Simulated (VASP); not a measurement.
A run of VASP 6.6.1 is set up as follows.

File INCAR:

```
ALGO = Normal
EDIFF = 1E-7
ENCUT = 520
GGA = PE
ISIF = 2
ISMEAR = 0
LASPH = T
LCHARG = F
LREAL = F
LWAVE = F
NBANDS = 15
NELM = 80
PREC = Accurate
SIGMA = 0.01
```

KPOINTS

```
k-points
0
Gamma
  3 3 3
```

The input POSCAR:

```
BaS
1.0
    0.0000000000      3.1937500000      3.1937500000
    3.1937500000      0.0000000000      3.1937500000
    3.1937500000      3.1937500000      0.0000000000
Ba S
1 1
Direct
    0.0000000000      0.0000000000      0.0000000000
    0.5000000000      0.5000000000      0.5000000000
```

Potentials or basis: VASP PAW PBE potentials, release 64 (Ba_sv, S).

Launch:

```sh
$ cat potpaw_PBE.64/Ba_sv/POTCAR potpaw_PBE.64/S/POTCAR > POTCAR
$ mpirun -np 1 vasp_std > vasp.out
```

Question: What does it give for the pressure?

Answer: 1.7 GPa.

Question: What does it give for the band gap on the k mesh?

Answer: 2.40 eV, indirect (least direct gap 2.57 eV).

Caveat: the k points lie up to 0.57 Å⁻¹ apart; spin-orbit coupling is left out, which moves the levels of the heavy elements. PBE gaps usually lie below the measured ones, often by a third to a half.
